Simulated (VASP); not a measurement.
Write the native input for VASP 6.6.1 that does the following.

| Item | Value |
| --- | --- |
| Task | single point |
| Functional | PBE |
| Potentials or basis | VASP PAW PBE potentials, release 64 (Te, Hg) |
| Cutoff | 520 eV |
| k mesh | 8 × 8 × 1 |
| Occupations | gaussian, width 0.1 eV |
| Spin | no spin polarisation |
| Dipole correction | yes |
| Further INCAR settings | ALGO = Normal; EDIFF = 1e-06; NBANDS = 49 |

The structure of Hg4Te5 lies in POSCAR:

```
Hg4Te5
1.0
    4.7019745438      0.0000000000      0.0000000000
    0.0000000000      4.7019745438      0.0000000000
    0.0000000000      0.0000000000     28.2991923396
Te Hg
5 4
Direct
    0.0000000000      0.5000000000      0.2650252315
    0.5000000000      0.0000000000      0.3825126157
    0.0000000000      0.5000000000      0.5000000000
    0.5000000000      0.0000000000      0.6174873843
    0.0000000000      0.5000000000      0.7349747685
    0.5000000000      0.5000000000      0.3237689236
    0.0000000000      0.0000000000      0.4412563079
    0.5000000000      0.5000000000      0.5587436921
    0.0000000000      0.0000000000      0.6762310764
```

The input as run:

INCAR

```
SYSTEM = Hg4Te5
ALGO     = Normal         ! electronic algorithm
DIPOL    = 0.5 0.5 0.500
EDIFF    = 1E-6           ! SCF threshold, eV
ENCUT    = 520            ! plane-wave cutoff, eV
GGA      = PE             ! functional
IDIPOL   = 3            
ISIF     = 2              ! what is computed and relaxed
ISMEAR   = 0              ! smearing method
LASPH    = .True.         ! aspherical terms in the spheres
LCHARG   = .False.        ! write CHGCAR
LDIPOL   = .True.       
LREAL    = .False.        ! projectors in reciprocal space
LWAVE    = .False.        ! write WAVECAR
NBANDS   = 49             ! bands
NELM     = 100            ! most SCF steps
PREC     = Accurate       ! precision mode
SIGMA    = 0.1            ! smearing width, eV
```

KPOINTS

```
k-points
0
Gamma
  8 8 1
  0 0 0
```

Potentials or basis: VASP PAW PBE potentials, release 64 (Te, Hg).

Command:

```console
$ cat potpaw_PBE.64/Te/POTCAR potpaw_PBE.64/Hg/POTCAR > POTCAR
$ mpirun -np 1 vasp_std > vasp.out
```

Results of the run:

```json
{
 "Largest force": "0.496 eV/Å",
 "Band gap on the k mesh": "zero (bands 39 and 40 overlap by 1.09 eV)"
}
```

Caveat: spin-orbit coupling is left out, which moves the levels of the heavy elements.

Run time: 22 min on 1 thread of Intel Xeon 8259CL (shared host), peak memory 0.79 GiB.
